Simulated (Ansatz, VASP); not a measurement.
**Hf in VASP and in Ansatz**

File INCAR:

```
SYSTEM = Hf
PREC     = Accurate       ! precision mode
ENCUT    = 600            ! plane-wave cutoff, eV
EDIFF    = 1E-6           ! SCF threshold, eV
ISMEAR   = 0              ! smearing method
SIGMA    = 0.1            ! smearing width, eV
LREAL    = .False.        ! projectors in reciprocal space
LASPH    = .True.         ! aspherical terms in the spheres
NELM     = 80             ! most SCF steps
ALGO     = Normal         ! electronic algorithm
ISIF     = 3              ! what is computed and relaxed
LWAVE    = .False.        ! write WAVECAR
LCHARG   = .False.        ! write CHGCAR
GGA      = PE             ! functional
IVDW     = 12             ! dispersion correction
IBRION   = 2              ! ionic algorithm
NSW      = 70             ! ionic steps
EDIFFG   = -0.005         ! ionic threshold
```

The input KPOINTS:

```
regular mesh
0
Gamma
  15 15 8
  0 0 0
```

The input POSCAR:

```
Hf
1.0
    3.2048170791      0.0000000000      0.0000000000
   -1.6024085396      2.7754530050      0.0000000000
    0.0000000000      0.0000000000      5.0676930647
Hf
2
Direct
    0.3333333333      0.6666666667      0.2500000000
    0.6666666667      0.3333333333      0.7500000000
```

Input for Ansatz:

```yaml
crystal:
  lattice:
    - [3.2048170791, 0.0, 0.0]
    - [-1.6024085396, 2.775453005, 0.0]
    - [0.0, 0.0, 5.0676930647]
  atoms:
    - { symbol: Hf, position: [0.3333333333, 0.6666666667, 0.25] }
    - { symbol: Hf, position: [0.6666666667, 0.3333333333, 0.75] }
basis:
  ecutwfc: 420
kpoints:
  mp_grid: { grid: [15, 15, 8] }
hamiltonian:
  xc: pbe
  dispersion: d3bj
scf:
  occupations: { method: gaussian, width: 0.1 }
output:
  forces: true
  stress: true
  eigenvalues: true
relax:
  adjacent_minimum: "off"
  f_tol: 0.005
  max_steps: 50
  cell: { stress_tol: 0.05 }
```

Alike in both runs: task relaxation of cell and atoms; functional PBE; dispersion D3(BJ); k mesh 15 × 15 × 8; occupations gaussian, width 0.1 eV; no spin polarisation.

|  | VASP | Ansatz |
| --- | --- | --- |
| version | VASP 6.6.1 | Ansatz 0.2.0 |
| potentials or method | VASP PAW PBE potentials, release 64 (Hf_pv), cutoff 600 eV | scalar-relativistic, plane waves, PAW |
| valence electrons in the cell | 20 | 52 |

|  | VASP | Ansatz | Ansatz less VASP |
| --- | --- | --- | --- |
| gap on the k mesh at the Fermi level, each at its own relaxed structure (eV) | none | none | - |
| relaxed volume (Å³/atom) | 21.77 | 21.85 | +0.077 |
| relaxed cell length with the largest relative difference (Å) | 5.008 | 5.017 | +0.0086 |

A gap of «none» marks a metal or a gap that the smearing closes. VASP's potentials hold 20 valence electrons a cell and Ansatz's 52, so a difference there can come from the potentials and not from the codes.

Neither program's run includes spin-orbit coupling.
